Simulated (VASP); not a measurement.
# Au2Br (P4_2/nmc) in VASP: single point with PBE

Aim: the single point of Au2Br with PBE.

Program: VASP 6.6.1. These are calculated values, not measurements. Logs are shortened: lines on timing, memory, paths and dates and some standing lists are left out, and cuts for length are marked.

**1. The cell of the first run**

The typed cell holds 6 atoms: a = 5.391 Å, b = 5.391 Å, c = 5.438 Å, α = 90.00°, β = 90.00°, γ = 90.00°.

**2. Single point, PBE**

INCAR reads:

```
  PREC = Accurate
  ENCUT = 520
  EDIFF = 1E-6
  ISMEAR = 0
  SIGMA = 0.1
  LREAL = False
  LASPH = True
  NELM = 60
  ALGO = Normal
  ISIF = 2
  LWAVE = False
  LCHARG = False
  GGA = PE
  NBANDS = 38
```

KPOINTS reads:

```
Automatic mesh
0
Gamma
  8 8 6
```

POSCAR reads:

```
Au2Br
1.0
    5.3908681617      0.0000000000      0.0000000000
    0.0000000000      5.3908681617      0.0000000000
    0.0000000000      0.0000000000      5.4376993333
Au Br
4 2
Direct
    0.0000000000      0.5000000000      0.4999038722
    0.0000000000      0.5000000000      0.9999038722
    0.5000000000      0.0000000000      0.0000961278
    0.5000000000      0.0000000000      0.5000961278
    0.0000000000      0.0000000000      0.0000000000
    0.5000000000      0.5000000000      0.5000000000
```

Potentials or basis: VASP PAW PBE potentials, release 64 (Au, Br).

The run is started by

```bash
$ cat potpaw_PBE.64/Au/POTCAR potpaw_PBE.64/Br/POTCAR > POTCAR
$ mpirun -np 1 vasp_std > vasp.out
```

OUTCAR:

```text
PREC = Accurate
   ENCUT = 520
   EDIFF = 1E-6
   ISMEAR = 0
   LREAL = False
   LASPH = True
   NELM = 60
   ISIF = 2
   GGA = PE

 ion  position               nearest neighbor table
   1  0.000  0.500  0.500-   6 2.70   6 2.70   2 2.72   2 2.72
   2  0.000  0.500  1.000-   5 2.70   5 2.70   1 2.72   1 2.72
   3  0.500  0.000  0.000-   5 2.70   5 2.70   4 2.72   4 2.72
   4  0.500  0.000  0.500-   6 2.70   6 2.70   3 2.72   3 2.72
   5  0.000  0.000  0.000-   2 2.70   3 2.70   2 2.70   3 2.70
   6  0.500  0.500  0.500-   1 2.70   4 2.70   4 2.70   1 2.70

  LATTYP: Found a simple tetragonal cell.
 ALAT       =     5.3908681617
 C/A-ratio  =     1.0086871298

  Lattice vectors:

 A1 = (   5.3908681617,   0.0000000000,   0.0000000000)
 A2 = (   0.0000000000,   5.3908681617,   0.0000000000)
 A3 = (   0.0000000000,   0.0000000000,   5.4376993333)

Analysis of symmetry for initial positions (statically):
=====================================================================
 Subroutine PRICEL returns:
 Original cell was already a primitive cell.

 Routine SETGRP: Setting up the symmetry group for a
 simple tetragonal supercell.

 Subroutine GETGRP returns: Found 16 space group operations
 (whereof  8 operations were pure point group operations)
 out of a pool of 16 trial point group operations.

The static configuration has the point symmetry D_2d.
 The point group associated with its full space group is D_4h.

Analysis of symmetry for dynamics (positions and initial velocities):
=====================================================================
 Subroutine PRICEL returns:
 Original cell was already a primitive cell.

 Routine SETGRP: Setting up the symmetry group for a
 simple tetragonal supercell.

 Subroutine GETGRP returns: Found 16 space group operations
 (whereof  8 operations were pure point group operations)
 out of a pool of 16 trial point group operations.

The dynamic configuration has the point symmetry D_2d.
 The point group associated with its full space group is D_4h.

 Subroutine INISYM returns: Found 16 space group operations
 (whereof  8 operations are pure point group operations),
 and found     1 'primitive' translations

----------------------------------------------------------------------------------------

[... 100 lines left out ...]
   EDIFF  = 0.1E-05   stopping-criterion for ELM
   LREAL  =      F    real-space projection
   EDIFFG = 0.1E-04   stopping-criterion for IOM
   NSW    =      0    number of steps for IOM
   IBRION =     -1    ionic relax: 0-MD 1-quasi-New 2-CG
   NFREE  =      0    steps in history (QN), initial steepest desc. (CG)
   ISIF   =      2    stress and relaxation
   ISYM   =      2    0-nonsym 1-usesym 2-fastsym
   POTIM  = 0.5000    time-step for ionic-motion
   TEBEG  =    0.0;   TEEND  =   0.0 temperature during run
   PSTRESS=    0.0 pullay stress
   NELECT =      58.0000    total number of electrons
   NUPDOWN=      -1.0000    fix difference up-down
   EMIN   =  10.00;   EMAX   =-10.00  energy-range for DOS
   EFERMI =   0.00;   METHOD = LEGACY
   ISMEAR =     0;   SIGMA  =   0.10  broadening in eV -4-tet -1-fermi 0-gaus
   EFERMI_NEDOS =   21; number of points for ismear=-14 and -15
   IALGO  =     38    algorithm
   IMIX   =      4    mixing-type and parameters
     AMIX     =   0.40;   BMIX     =  1.00
     AMIX_MAG =   1.60;   BMIX_MAG =  1.00
  volume/ion in A,a.u.               =      26.34       177.74
  Fermi-wavevector in a.u.,A,eV,Ry     =   1.172123  2.214992 18.692677  1.373873
  Thomas-Fermi vector in A             =   2.308557
   LORBIT       =      0    0 simple, 1 ext, 2 COOP (PROOUT), +10 PAW based schemes
   GGA     = PE    functional components
   LHFCALC =     F    Hartree Fock is set to
   AEXX    =    0.0000 exact exchange contribution
   IVDW    =     0    specifies the selected vdW correction
   LEPSILON=     F    determine dielectric tensor
   LRPA    =     F    only Hartree local field effects (RPA)
 non-spin polarized calculation
 Gauss-broadening in eV      SIGMA  =   0.10
  energy-cutoff  :      520.00
  volume of cell :      158.03
 maximum number of plane-waves:      4296
   NGX = 21   NGY = 21   NGZ = 21

 number of electron      57.9999991 magnetization

 Free energy of the ion-electron system (eV)
  ---------------------------------------------------
  ext. energy  EPLUGINS =         0.00000000
  ---------------------------------------------------
  free energy    TOTEN  =       -14.05547804 eV

  energy without entropy =      -14.04977848  energy(sigma->0) =      -14.05262826

 E-fermi :   3.7557     XC(G=0):  -9.6243

 val. band max:        3.7230485318   @ k =   0.2500   0.2500   0.0000
 cond. band min:       3.7572088653   @ k =   0.1250   0.0000   0.3333
 fundamental gap:      0.0341603336
 Fermi energy:         3.7556739580

 k-point     1 :       0.0000    0.0000    0.0000
  band No.  band energies     occupation
      1     -12.4086      2.00000
      2     -12.2747      2.00000
      3      -1.9847      2.00000
      4      -1.8091      2.00000
      5      -1.0400      2.00000
      6      -1.0400      2.00000
[... 973 lines left out ...]
     37       9.7710      0.00000
     38       9.7710      0.00000

 [... further k-points ...]

------------------------ aborting loop because EDIFF is reached ----------------------------------------

  FORCE on cell =-STRESS in cart. coord.  units (eV):
  Direction    XX          YY          ZZ          XY          YZ          ZX
  --------------------------------------------------------------------------------------
  -------------------------------------------------------------------------------------
  Total       -0.0739409     -0.0739409     -0.0830952      0.0000000      0.0000000      0.0000000
  in kB       -0.7496575     -0.7496575     -0.8424689      0.0000000      0.0000000      0.0000000
  external PRESSURE =      -0.7805946 kB  Pullay stress =       0.0000000 kB

 VOLUME and BASIS-vectors are now :
 -----------------------------------------------------------------------------
  energy-cutoff  :      520.00
  volume of cell :      158.03
      direct lattice vectors                 reciprocal lattice vectors
     5.390868162  0.000000000  0.000000000     0.185498879  0.000000000  0.000000000
     0.000000000  5.390868162  0.000000000     0.000000000  0.185498879  0.000000000
     0.000000000  0.000000000  5.437699333     0.000000000  0.000000000  0.183901304

 POSITION                                       TOTAL-FORCE (eV/Angst)
 -----------------------------------------------------------------------------------
      0.00000      2.69543      2.71833         0.000000      0.000000      0.000264
      0.00000      2.69543      5.43718         0.000000      0.000000      0.000264
      2.69543      0.00000      0.00052         0.000000      0.000000     -0.000264
      2.69543      0.00000      2.71937         0.000000      0.000000     -0.000264
      0.00000      0.00000      0.00000         0.000000     -0.000000     -0.000000
      2.69543      2.69543      2.71885         0.000000      0.000000     -0.000000
 -----------------------------------------------------------------------------------
    total drift:                               -0.000000      0.000000      0.000000

  FREE ENERGIE OF THE ION-ELECTRON SYSTEM (eV)
  ---------------------------------------------------
  free  energy   TOTEN  =       -14.0554780380 eV

  energy  without entropy=      -14.0497784843  energy(sigma->0) =      -14.05262826
```

OSZICAR:

```text
N       E                     dE             d eps       ncg     rms          rms(c)
DAV:   1     0.352684025616E+03    0.35268E+03   -0.27443E+04  4560   0.138E+03
DAV:   2     0.324224366896E+01   -0.34944E+03   -0.33186E+03  5254   0.276E+02
DAV:   3    -0.145495580852E+02   -0.17792E+02   -0.17472E+02  5318   0.572E+01
DAV:   4    -0.147876752882E+02   -0.23812E+00   -0.23784E+00  4990   0.735E+00
DAV:   5    -0.147905733777E+02   -0.28981E-02   -0.28977E-02  5222   0.832E-01    0.179E+01
DAV:   6    -0.140865563274E+02    0.70402E+00   -0.24432E+00  4842   0.973E+00    0.113E+01
DAV:   7    -0.140587540054E+02    0.27802E-01   -0.14948E-01  4938   0.180E+00    0.424E+00
DAV:   8    -0.140560643260E+02    0.26897E-02   -0.16988E-02  4982   0.636E-01    0.542E-01
DAV:   9    -0.140555976391E+02    0.46669E-03   -0.13032E-03  4854   0.231E-01    0.121E-01
DAV:  10    -0.140554839819E+02    0.11366E-03   -0.97600E-04  4836   0.123E-01    0.515E-02
DAV:  11    -0.140554762287E+02    0.77532E-05   -0.53456E-05  4918   0.368E-02    0.167E-02
DAV:  12    -0.140554779870E+02   -0.17584E-05   -0.61330E-06  4726   0.118E-02    0.364E-03
DAV:  13    -0.140554780380E+02   -0.50950E-07   -0.37840E-07  2610   0.382E-03
   1 F= -.14055478E+02 E0= -.14052628E+02  d E =-.569955E-02
```

Run time: 5.1 min. Hardware: 1 thread of Oxide Virtual Turin-like, shared host; peak memory 0.39 GiB.

What came out:

| Item | Value |
| --- | --- |
| Free energy | -14.0555 eV |
| Pressure | -0.1 GPa |
| Band gap on the k mesh | zero (band 29 reaches 6.15 eV, above the bottom of band 30 at 2.18 eV) |

Levels at points of the mesh, in eV from the Fermi level:
| k point | band 26 | band 27 | band 28 | band 29 | band 30 | band 31 |
| --- | --- | --- | --- | --- | --- | --- |
| (0.00, 0.00, 0.00) | -2.01 | -1.92 | -1.92 | -1.65 | -1.21 | 2.92 |
| (0.50, 0.00, 0.00) | -1.96 | -1.88 | -1.88 | 1.15 | 1.15 | 3.14 |
| (0.50, 0.50, 0.00) | -1.65 | 0.27 | 0.27 | 1.43 | 1.43 | 2.28 |
| (0.00, 0.00, 0.50) | -2.56 | -2.56 | -2.56 | -1.09 | -1.09 | -0.56 |
| (0.50, 0.00, 0.50) | -2.31 | -1.73 | -1.73 | -1.58 | -1.58 | 2.56 |
| (0.50, 0.50, 0.50) | -2.07 | -1.80 | -1.80 | 2.39 | 2.39 | 2.39 |

Caveat: spin-orbit coupling is left out, which moves the levels of the heavy elements.
